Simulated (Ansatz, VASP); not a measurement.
**Two plane-wave programs on Al2BN**

```xyz
4
Lattice="2.3029 1.3296 2.5846 -2.3029 1.3296 2.5846 0.0000 -2.6592 2.5846" Properties=species:S:1:pos:R:3 pbc="T T T"
Al    0.0000    0.0000    2.0371
Al    0.0000    0.0000    5.7166
B     0.0000    0.0000    0.0000
N     0.0000    0.0000    3.8769
```

Alike in both runs: task relaxation of cell and atoms; functional PBE; k mesh 12 × 12 × 12; occupations gaussian, width 0.1 eV; no spin polarisation.

|  | VASP | Ansatz |
| --- | --- | --- |
| version | VASP 6.6.1 | Ansatz 0.2.0 |
| potentials or method | VASP PAW PBE potentials, release 64 (Al, B, N), cutoff 600 eV | scalar-relativistic, plane waves, PAW |
| valence electrons in the cell | 14 | 14 |

```csv
,VASP,Ansatz,Ansatz less VASP
"gap on the k mesh at the Fermi level, each at its own relaxed structure (eV)",none,none,-
relaxed volume (Å³/atom),11.95,11.98,+0.032
relaxed cell length with the largest relative difference (Å),3.711,3.714,+0.0028
```

A gap of «none» marks a metal or a gap that the smearing closes.
